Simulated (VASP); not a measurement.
A run of VASP 6.6.1 is set up as follows.

The input INCAR:

```
PREC = Accurate ; ENCUT = 520
EDIFF = 1E-6 ; ISMEAR = 0
SIGMA = 0.01 ; LREAL = False
LASPH = True ; NELM = 60
ALGO = Normal ; ISIF = 2
LWAVE = False ; LCHARG = False
GGA = PE ; NBANDS = 17
```

File KPOINTS:

```
Automatic mesh
0
Gamma
  10 10 10
```

File POSCAR:

```
SnSe
1.0
    0.0000000000      3.3216184387      3.3216184387
    3.3216184387      0.0000000000      3.3216184387
    3.3216184387      3.3216184387      0.0000000000
Sn Se
1 1
Direct
    0.0000000000      0.0000000000      0.0000000000
    0.2500000000      0.2500000000      0.2500000000
```

Potentials or basis: VASP PAW PBE potentials, release 64 (Sn_d, Se).

Command:

```sh
$ cat potpaw_PBE.64/Sn_d/POTCAR potpaw_PBE.64/Se/POTCAR > POTCAR
$ mpirun -np 1 vasp_std > vasp.out
```

(1) What does it give for the band gap on the k mesh?

(2) Estimate the pressure.

Answers

(1) zero (band 10 reaches 3.35 eV, above the bottom of band 11 at 3.27 eV).

(2) 2.1 GPa.

Caveat: spin-orbit coupling is left out, which moves the levels of the heavy elements.
